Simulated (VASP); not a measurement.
A run of VASP 6.6.1:

Contents of INCAR:

```
SYSTEM = BaTiO3
ALGO = Normal
EDIFF = 1E-6
EDIFFG = -0.005
ENCUT = 600
GGA = PE
IBRION = 2
ISIF = 3
ISMEAR = 0
LASPH = .True.
LCHARG = .False.
LREAL = .False.
LWAVE = .False.
NELM = 80
NSW = 100
PREC = Accurate
SIGMA = 0.02
```

The input KPOINTS:

```
k-points
0
Gamma
  6 6 6
  0 0 0
```

POSCAR

```
BaTiO3
1.0
    2.8276681575      1.6325549719      2.3177316080
   -2.8276681575      1.6325549719      2.3177316080
    0.0000000000     -3.2651099438      2.3177316080
Ba Ti O
1 1 3
Direct
    0.0000000000      0.0000000000      0.0000000000
    0.5140000000      0.5140000000      0.5140000000
    0.4916000000      0.4916000000      0.9815000000
    0.4916000000      0.9815000000      0.4916000000
    0.9815000000      0.4916000000      0.4916000000
```

Potentials or basis: VASP PAW PBE potentials, release 64 (Ba_sv, Ti_sv, O).

Run with:

```sh
$ cat potpaw_PBE.64/Ba_sv/POTCAR potpaw_PBE.64/Ti_sv/POTCAR potpaw_PBE.64/O/POTCAR > POTCAR
$ mpirun -np 1 vasp_std > vasp.out
```

Hardware: 1 thread of AMD EPYC 7R13 (shared host).

Task: How long does it take, and how much memory?

Result: Run time: 9.8 min on 1 thread of AMD EPYC 7R13, on a shared host, peak memory 0.2 GiB. Counts: scf iterations 104, k points 32, ion steps 13.
